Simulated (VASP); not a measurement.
# CaBr (P-6m2) in VASP: notebook

The runs below take CaBr through single point, relaxation of cell and atoms, with PBE.

Everything below comes from runs of VASP 6.6.1. Logs are shortened: lines on timing, memory, paths and dates and some standing lists are left out, and cuts for length are marked.

## 1. The cell of the first run

Symmetry: P-6m2, No. 187, hexagonal system. The conventional cell has a = 3.618 Å, b = 3.618 Å, c = 4.007 Å, α = 90.00°, β = 90.00°, γ = 120.00°. Within 3.8 Å of Br (site symmetry -6m2) lie 6 Ca at 2.89 Å and 6 Br at 3.62 Å. Ca (site symmetry -6m2) has 6 Br at 2.89 Å and 6 Ca at 3.62 Å within 3.8 Å.

## 2. Single point, PBE

Contents of INCAR:

```
  ALGO = Normal
  EDIFF = 1E-6
  ENCUT = 520
  GGA = PE
  ISIF = 2
  ISMEAR = -1
  LASPH = T
  LCHARG = F
  LREAL = F
  LWAVE = F
  NBANDS = 16
  NELM = 80
  PREC = Accurate
  SIGMA = 0.05
```

Contents of KPOINTS:

```
k-points
0
Gamma
  8 8 6
```

Contents of POSCAR:

```
CaBr
1.0
    3.6178507394      0.0000000000      0.0000000000
   -1.8089253697      3.1331506474      0.0000000000
    0.0000000000      0.0000000000      4.0070563165
Br Ca
1 1
Direct
    0.3333333333      0.6666666667      0.5000000000
    0.0000000000      0.0000000000      0.0000000000
```

Potentials or basis: VASP PAW PBE potentials, release 64 (Br, Ca_sv).

The run is started by

```bash
cat potpaw_PBE.64/Br/POTCAR potpaw_PBE.64/Ca_sv/POTCAR > POTCAR
mpirun -np 1 vasp_std > vasp.out
```

OUTCAR:

```text
EDIFF = 1E-6
   ENCUT = 520
   GGA = PE
   ISIF = 2
   ISMEAR = -1
   LASPH = T
   LREAL = F
   NELM = 80
   PREC = Accurate

 ion  position               nearest neighbor table
   1  0.333  0.667  0.500-   2 2.89   2 2.89   2 2.89   2 2.89   2 2.89   2 2.89
   2  0.000  0.000  0.000-   1 2.89   1 2.89   1 2.89   1 2.89   1 2.89   1 2.89

  LATTYP: Found a hexagonal cell.
 ALAT       =     3.6178507394
 C/A-ratio  =     1.1075792246

  Lattice vectors:

 A1 = (   3.6178507394,   0.0000000000,   0.0000000000)
 A2 = (  -1.8089253697,   3.1331506474,   0.0000000000)
 A3 = (   0.0000000000,   0.0000000000,   4.0070563165)

Analysis of symmetry for initial positions (statically):
=====================================================================
 Subroutine PRICEL returns:
 Original cell was already a primitive cell.

 Routine SETGRP: Setting up the symmetry group for a
 hexagonal supercell.

 Subroutine GETGRP returns: Found 12 space group operations
 (whereof 12 operations were pure point group operations)
 out of a pool of 24 trial point group operations.

The static configuration has the point symmetry D_3h.

Analysis of symmetry for dynamics (positions and initial velocities):
=====================================================================
 Subroutine PRICEL returns:
 Original cell was already a primitive cell.

 Routine SETGRP: Setting up the symmetry group for a
 hexagonal supercell.

 Subroutine GETGRP returns: Found 12 space group operations
 (whereof 12 operations were pure point group operations)
 out of a pool of 24 trial point group operations.

The dynamic configuration has the point symmetry D_3h.

 Subroutine INISYM returns: Found 12 space group operations
 (whereof 12 operations are pure point group operations),
 and found     1 'primitive' translations

----------------------------------------------------------------------------------------

                                     Primitive cell

  volume of cell :      45.4211

  direct lattice vectors                    reciprocal lattice vectors
     3.617850739  0.000000000  0.000000000     0.276407202  0.159583772  0.000000000
    -1.808925370  3.133150647  0.000000000     0.000000000  0.319167545  0.000000000
     0.000000000  0.000000000  4.007056316     0.000000000  0.000000000  0.249559757

  length of vectors
     3.617850739  3.617850739  4.007056316     0.319167545  0.319167545  0.249559757

  position of ions in fractional coordinates (direct lattice)
     0.333333333  0.666666667  0.500000000
     0.000000000  0.000000000  0.000000000

  ion indices of the primitive-cell ions
   primitive index   ion index
                 1           1
                 2           2

----------------------------------------------------------------------------------------

 KPOINTS: k-points

Automatic generation of k-mesh.
 Grid dimensions read from file:
 generate k-points for:    8    8    6

 Generating k-lattice:

  Cartesian coordinates                     Fractional coordinates (reciprocal lattice)
     0.034550900  0.019947972  0.000000000     0.125000000  0.000000000  0.000000000
     0.000000000  0.039895943  0.000000000     0.000000000  0.125000000  0.000000000
     0.000000000  0.000000000  0.041593293     0.000000000  0.000000000  0.166666667

  Length of vectors
     0.039895943  0.039895943  0.041593293

  Shift w.r.t. Gamma in fractional coordinates (k-lattice)
     0.000000000  0.000000000  0.000000000

 Subroutine IBZKPT returns following result:
 ===========================================

 Found     40 irreducible k-points:

 Following reciprocal coordinates:
            Coordinates               Weight
  0.000000  0.000000  0.000000      1.000000
  0.125000  0.000000  0.000000      6.000000
  0.250000  0.000000  0.000000      6.000000
  0.375000  0.000000  0.000000      6.000000
  0.500000  0.000000  0.000000      3.000000
  0.125000  0.125000  0.000000      6.000000
[... 16 lines left out ...]
  0.250000  0.000000  0.333333     12.000000
  0.375000  0.000000  0.333333     12.000000
 [... further k-points ...]
   k-points           NKPTS =     40   k-points in BZ     NKDIM =     40   number of bands    NBANDS=     16
   number of dos      NEDOS =    301   number of ions     NIONS =      2
   total plane-waves  NPLWV =  23520
   dimension x,y,z NGX =    28 NGY =   28 NGZ =   30
   dimension x,y,z NGXF=    56 NGYF=   56 NGZF=   60
   ions per type =               1   1
   NGX,Y,Z   is equivalent  to a cutoff of  12.87, 12.87, 12.45 a.u.
   NGXF,Y,Z  is equivalent  to a cutoff of  25.73, 25.73, 24.89 a.u.
 SYSTEM =  unknown system
   PREC   = accura    normal or accurate (medium, high low for compatibility)
   ISTART =      0    job   : 0-new  1-cont  2-samecut
   ICHARG =      2    charge: 1-file 2-atom 10-const
   ISPIN  =      1    spin polarized calculation?
   LNONCOLLINEAR =      F non collinear calculations
   LSORBIT =      F    spin-orbit coupling
   LASPH  =      T    aspherical Exc in radial PAW
   ENCUT  =  520.0 eV  38.22 Ry    6.18 a.u.   6.73  6.73  7.45*2*pi/ulx,y,z
   NELM   =     80;   NELMIN=  2; NELMDL= -5     # of ELM steps
   EDIFF  = 0.1E-05   stopping-criterion for ELM
   LREAL  =      F    real-space projection
   EDIFFG = 0.1E-04   stopping-criterion for IOM
   NSW    =      0    number of steps for IOM
   IBRION =     -1    ionic relax: 0-MD 1-quasi-New 2-CG
   NFREE  =      0    steps in history (QN), initial steepest desc. (CG)
   ISIF   =      2    stress and relaxation
   ISYM   =      2    0-nonsym 1-usesym 2-fastsym
   POTIM  = 0.5000    time-step for ionic-motion
   TEBEG  =    0.0;   TEEND  =   0.0 temperature during run
   PSTRESS=    0.0 pullay stress
   NELECT =      17.0000    total number of electrons
   NUPDOWN=      -1.0000    fix difference up-down
   EMIN   =  10.00;   EMAX   =-10.00  energy-range for DOS
   EFERMI =   0.00;   METHOD = LEGACY
   ISMEAR =    -1;   SIGMA  =   0.05  broadening in eV -4-tet -1-fermi 0-gaus
   EFERMI_NEDOS =   21; number of points for ismear=-14 and -15
   IALGO  =     38    algorithm
   IMIX   =      4    mixing-type and parameters
     AMIX     =   0.40;   BMIX     =  1.00
     AMIX_MAG =   1.60;   BMIX_MAG =  1.00
  volume/ion in A,a.u.               =      22.71       153.26
  Fermi-wavevector in a.u.,A,eV,Ry     =   1.179792  2.229483 18.938065  1.391909
  Thomas-Fermi vector in A             =   2.316096
   LORBIT       =      0    0 simple, 1 ext, 2 COOP (PROOUT), +10 PAW based schemes
   GGA     = PE    functional components
   LHFCALC =     F    Hartree Fock is set to
   AEXX    =    0.0000 exact exchange contribution
   IVDW    =     0    specifies the selected vdW correction
   LEPSILON=     F    determine dielectric tensor
   LRPA    =     F    only Hartree local field effects (RPA)
 non-spin polarized calculation
  energy-cutoff  :      520.00
  volume of cell :       45.42
 maximum number of plane-waves:      1236
 NGX is ok and might be reduce to    28
   NGX = 13   NGY = 13   NGZ = 15

 number of electron      16.9999996 magnetization

 Free energy of the ion-electron system (eV)
  ---------------------------------------------------
  ext. energy  EPLUGINS =         0.00000000
  ---------------------------------------------------
  free energy    TOTEN  =        -5.72268142 eV

  energy without entropy =       -5.70014933  energy(sigma->0) =       -5.71141537

 E-fermi :   6.3986     XC(G=0):  -9.8374

 val. band max:        6.3676510950   @ k =   0.3750   0.1250   0.0000
 cond. band min:       6.4071718008   @ k =   0.2500   0.2500   0.5000
 fundamental gap:      0.0395207057
 Fermi energy:         6.3985733559

 k-point     1 :       0.0000    0.0000    0.0000
  band No.  band energies     occupation
      1     -35.2824      2.00000
      2     -16.4249      2.00000
      3     -16.2343      2.00000
      4     -16.2343      2.00000
      5     -12.0545      2.00000
      6       0.4936      2.00000
[... 8 lines left out ...]
     15      13.0868      0.00000
     16      13.6429      0.00000

 k-point     2 :       0.1250    0.0000    0.0000
  band No.  band energies     occupation
      1     -35.2779      2.00000
      2     -16.4162      2.00000
      3     -16.2921      2.00000
      4     -16.2443      2.00000
      5     -11.9461      2.00000
      6       0.4742      2.00000
[... 8 lines left out ...]
     15      12.6881      0.00000
     16      14.1443      0.00000

 k-point     3 :       0.2500    0.0000    0.0000
  band No.  band energies     occupation
      1     -35.2670      2.00000
      2     -16.4248      2.00000
      3     -16.3951      2.00000
      4     -16.2683      2.00000
      5     -11.6800      2.00000
      6      -0.2172      2.00000
[... 8 lines left out ...]
     15      12.8647      0.00000
     16      14.1660      0.00000

 k-point     4 :       0.3750    0.0000    0.0000
  band No.  band energies     occupation
      1     -35.2560      2.00000
      2     -16.5494      2.00000
      3     -16.3739      2.00000
      4     -16.2922      2.00000
      5     -11.4038      2.00000
      6      -1.1762      2.00000
[... 8 lines left out ...]
     15      13.0085      0.00000
     16      14.1223      0.00000
[... 324 lines left out ...]
 k-point    22 :       0.1250    0.0000    0.3333
  band No.  band energies     occupation
      1     -35.2735      2.00000
      2     -16.5964      2.00000
      3     -16.2733      2.00000
      4     -16.2368      2.00000
      5     -11.5995      2.00000
      6      -1.0822      2.00000
[... 8 lines left out ...]
     15      12.6547      0.00000
     16      14.3509      0.00000

 k-point    23 :       0.2500    0.0000    0.3333
  band No.  band energies     occupation
      1     -35.2629      2.00000
      2     -16.5401      2.00000
      3     -16.3809      2.00000
      4     -16.2596      2.00000
      5     -11.4923      2.00000
      6      -0.7838      2.00000
[... 8 lines left out ...]
     15      12.3476      0.00000
     16      14.2299      0.00000

 k-point    24 :       0.3750    0.0000    0.3333
  band No.  band energies     occupation
      1     -35.2523      2.00000
      2     -16.5068      2.00000
      3     -16.4616      2.00000
      4     -16.2823      2.00000
      5     -11.3785      2.00000
      6      -0.8836      2.00000
[... 8 lines left out ...]
     15      12.1844      0.00000
     16      14.0279      0.00000

 [... further k-points ...]

------------------------ aborting loop because EDIFF is reached ----------------------------------------

  FORCE on cell =-STRESS in cart. coord.  units (eV):
  Direction    XX          YY          ZZ          XY          YZ          ZX
  --------------------------------------------------------------------------------------
  -------------------------------------------------------------------------------------
  Total        2.8725678      2.8725678      2.9096699      0.0000000      0.0000000      0.0000000
  in kB      101.3266065    101.3266065    102.6353429      0.0000000      0.0000000      0.0000000
  external PRESSURE =     101.7628520 kB  Pullay stress =       0.0000000 kB

 VOLUME and BASIS-vectors are now :
 -----------------------------------------------------------------------------
  energy-cutoff  :      520.00
  volume of cell :       45.42
      direct lattice vectors                 reciprocal lattice vectors
     3.617850739  0.000000000  0.000000000     0.276407202  0.159583772  0.000000000
    -1.808925370  3.133150647  0.000000000     0.000000000  0.319167545  0.000000000
     0.000000000  0.000000000  4.007056316     0.000000000  0.000000000  0.249559757

 POSITION                                       TOTAL-FORCE (eV/Angst)
 -----------------------------------------------------------------------------------
     -0.00000      2.08877      2.00353         0.000000      0.000000      0.000000
      0.00000      0.00000      0.00000        -0.000000     -0.000000      0.000000
 -----------------------------------------------------------------------------------
    total drift:                               -0.000000      0.000000     -0.000000

  FREE ENERGIE OF THE ION-ELECTRON SYSTEM (eV)
  ---------------------------------------------------
  free  energy   TOTEN  =        -5.7226814184 eV

  energy  without entropy=       -5.7001493284  energy(sigma->0) =       -5.71141537
```

Run time: 12 s. Hardware: 1 thread of Intel Xeon 6975P-C (Granite Rapids), shared host; peak memory 0.16 GiB.

Results:

```yaml
Free_energy: -5.7227 eV
Pressure: 10.2 GPa
Band_gap_on_the_k_mesh: zero (an odd number of electrons rules out a gap without spin polarisation)
```

Levels at points of the mesh, in eV from the Fermi level:
| k point | band 6 | band 7 | band 8 | band 9 | band 10 | band 11 | band 12 | band 13 |
| --- | --- | --- | --- | --- | --- | --- | --- | --- |
| (0.00, 0.00, 0.00) | -5.90 | -4.72 | -4.72 | -1.62 | 0.82 | 2.84 | 2.84 | 3.40 |
| (0.50, 0.00, 0.00) | -7.93 | -6.02 | -5.20 | -0.51 | 1.99 | 2.64 | 2.86 | 3.85 |
| (0.00, 0.00, 0.50) | -8.03 | -4.62 | -4.62 | 1.57 | 1.79 | 1.79 | 2.87 | 2.87 |
| (0.50, 0.00, 0.50) | -7.39 | -6.86 | -5.53 | -0.37 | 2.13 | 3.46 | 4.44 | 4.64 |

Caveat: the cell stands under pressure; an odd number of electrons without spin polarisation forces a metal; a magnetic or distorted state may lie lower.

## 3. Single point, PBE

This run uses another cell than the first one, of 24.92 Å³/atom.

Contents of INCAR:

```
SYSTEM = CaBr
ALGO = Normal
EDIFF = 1E-6
ENCUT = 520
GGA = PE
ISIF = 2
ISMEAR = -1
LASPH = .True.
LCHARG = .True.
LELF = .True.
LREAL = .False.
LVHAR = .True.
LWAVE = .False.
NBANDS = 16
NELM = 100
PREC = Accurate
SIGMA = 0.05
```

Contents of KPOINTS:

```
k-points
0
Gamma
  8 8 6
  0 0 0
```

Contents of POSCAR:

```
CaBr
1.0
    3.7284579550      0.0000000000      0.0000000000
   -1.8642289775      3.2289393060      0.0000000000
    0.0000000000      0.0000000000      4.1398367133
Br Ca
1 1
Direct
    0.3333333333      0.6666666667      0.5000000000
    0.0000000000      0.0000000000      0.0000000000
```

Potentials or basis: VASP PAW PBE potentials, release 64 (Br, Ca_sv).

The run is started by

```bash
cat potpaw_PBE.64/Br/POTCAR potpaw_PBE.64/Ca_sv/POTCAR > POTCAR
mpirun -np 1 vasp_std > vasp.out
```

Run time: 13 s. Hardware: 1 thread of Intel Xeon 6975P-C (Granite Rapids), shared host; peak memory 0.17 GiB.

Results (log left out):

| Quantity | Value |
| --- | --- |
| Free energy | -5.9290 eV |
| Pressure | 5.1 GPa |
| Band gap on the k mesh | zero (an odd number of electrons rules out a gap without spin polarisation) |

Levels at points of the mesh, in eV from the Fermi level:
| k point | band 7 | band 8 | band 9 | band 10 | band 11 | band 12 |
| --- | --- | --- | --- | --- | --- | --- |
| (0.00, 0.00, 0.00) | -4.71 | -4.71 | -1.71 | 0.62 | 2.61 | 2.61 |
| (0.50, 0.00, 0.00) | -5.86 | -5.16 | -0.35 | 1.61 | 2.49 | 2.65 |
| (0.00, 0.00, 0.50) | -4.63 | -4.63 | 1.30 | 1.72 | 1.72 | 2.56 |
| (0.50, 0.00, 0.50) | -6.66 | -5.40 | -0.38 | 1.95 | 3.14 | 4.08 |

Caveat: the cell stands under pressure; an odd number of electrons without spin polarisation forces a metal; a magnetic or distorted state may lie lower.

## 4. Single point, PBE

This run uses another cell than the first one, of 26.98 Å³/atom.

Contents of INCAR:

```
SYSTEM = CaBr
  ALGO = Normal
  EDIFF = 1E-6
  ENCUT = 520
  GGA = PE
  ISIF = 2
  ISMEAR = -1
  LASPH = .True.
  LCHARG = .True.
  LELF = .True.
  LREAL = .False.
  LVHAR = .True.
  LWAVE = .False.
  NBANDS = 16
  NELM = 80
  PREC = Accurate
  SIGMA = 0.05
```

KPOINTS is that of step 3.

Contents of POSCAR:

```
CaBr
1.0
    3.8256897657      0.0000000000      0.0000000000
   -1.9128448829      3.3131445241      0.0000000000
    0.0000000000      0.0000000000      4.2568400974
Br Ca
1 1
Direct
    0.3333333333      0.6666666667      0.5000000000
    0.0000000000      0.0000000000      0.0000000000
```

The run is started by

```bash
cat potpaw_PBE.64/Br/POTCAR potpaw_PBE.64/Ca_sv/POTCAR > POTCAR
mpirun -np 1 vasp_std > vasp.out
```

Wall time 13 s (1 thread of Intel Xeon 6975P-C (Granite Rapids), shared host); peak memory 0.18 GiB.

Results (log left out):

```
Free energy            : -6.0196 eV
Pressure               : 2.1 GPa
Band gap on the k mesh : zero (an odd number of electrons rules out a gap without spin polarisation)
```

Levels at points of the mesh, in eV from the Fermi level:
```
           k point  band 6  band 7  band 8  band 9  band 10  band 11  band 12  band 13
(0.00, 0.00, 0.00)   -5.72   -4.66   -4.66   -1.80     0.56     2.43     2.43     2.96
(0.50, 0.00, 0.00)   -7.22   -5.69   -5.07   -0.22     1.35     2.38     2.49     3.13
(0.00, 0.00, 0.50)   -7.40   -4.58   -4.58    1.09     1.67     1.67     2.26     2.62
(0.50, 0.00, 0.50)   -6.80   -6.45   -5.25   -0.37     1.82     2.91     3.79     3.79
```

Caveat: an odd number of electrons without spin polarisation forces a metal; a magnetic or distorted state may lie lower.

## 5. Single point, PBE

This run uses another cell than the first one, of 29.06 Å³/atom.

Contents of INCAR:

```
ALGO = Normal
EDIFF = 1E-6
ENCUT = 520
GGA = PE
ISIF = 2
ISMEAR = -1
LASPH = True
LCHARG = False
LREAL = False
LWAVE = False
NBANDS = 16
NELM = 100
PREC = Accurate
SIGMA = 0.05
```

Contents of KPOINTS:

```
k-points
0
Gamma
  8 8 6
```

Contents of POSCAR:

```
CaBr
1.0
    3.9194788249      0.0000000000      0.0000000000
   -1.9597394125      3.3943682320      0.0000000000
    0.0000000000      0.0000000000      4.3692127543
Br Ca
1 1
Direct
    0.3333333333      0.6666666667      0.5000000000
    0.0000000000      0.0000000000      0.0000000000
```

The run is started by

```bash
cat potpaw_PBE.64/Br/POTCAR potpaw_PBE.64/Ca_sv/POTCAR > POTCAR
mpirun -np 1 vasp_std > vasp.out
```

Run time: 16 s. Hardware: 1 thread of Intel Xeon 6975P-C (Granite Rapids), shared host; peak memory 0.19 GiB.

It converged, with:

* Free energy: -6.0464 eV
* Pressure: 0.1 GPa
* Band gap on the k mesh: zero (an odd number of electrons rules out a gap without spin polarisation)

Levels at points of the mesh, in eV from the Fermi level:
```csv
k point,band 6,band 7,band 8,band 9,band 10,band 11,band 12,band 13
"(0.00, 0.00, 0.00)",-5.57,-4.57,-4.57,-1.87,0.55,2.28,2.28,2.79
"(0.50, 0.00, 0.00)",-6.88,-5.51,-4.95,-0.10,1.15,2.28,2.37,2.87
"(0.00, 0.00, 0.50)",-7.09,-4.50,-4.50,0.91,1.62,1.62,2.04,2.51
"(0.50, 0.00, 0.50)",-6.51,-6.22,-5.09,-0.35,1.72,2.71,3.48,3.53
```

Caveat: an odd number of electrons without spin polarisation forces a metal; a magnetic or distorted state may lie lower.

(Part 1 of 2 ends here.)
